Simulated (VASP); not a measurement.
The system is InSe.

```xyz
4
Lattice="5.7873 -2.0409 0.0000 5.7873 2.0409 0.0000 -1.7117 0.0000 4.7393" Properties=species:S:1:pos:R:3 pbc="T T T"
In   10.2004    0.0000    0.2220
In   -0.3375    0.0000    4.5173
Se    6.5049    0.0000    3.1704
Se    3.3580    0.0000    1.5689
```

Base run:

```yaml
Program: VASP 6.6.1
Functional: LDA
Potentials_or_basis: VASP PAW LDA potentials, release 64 (In_d, Se)
Cutoff: 520 eV
k_mesh: 7 × 7 × 6
Occupations: fermi-dirac, width 0.05 eV
Spin: no spin polarisation
```

Its results: band gap on the k mesh 1.04 eV (least direct gap 1.14 eV); pressure -1.7 GPa; largest force 0.086 eV/Å.

**Question.** The run is repeated on the same cell with these changes: functional from LDA to PBEsol; potentials or basis from VASP PAW LDA potentials, release 64 (In_d, Se) to VASP PAW PBE potentials, release 64 (In_d, Se). What comes out?

**Answer.** Band gap on the k mesh 1.10 eV (least direct gap 1.22 eV); pressure -0.1 GPa; largest force 0.242 eV/Å.

Caveats: spin-orbit coupling is left out, which moves the levels of the heavy elements; the PAW data sets were made with another functional, which shifts forces and pressure a little (at least some runs).

A k mesh can miss the band edges.
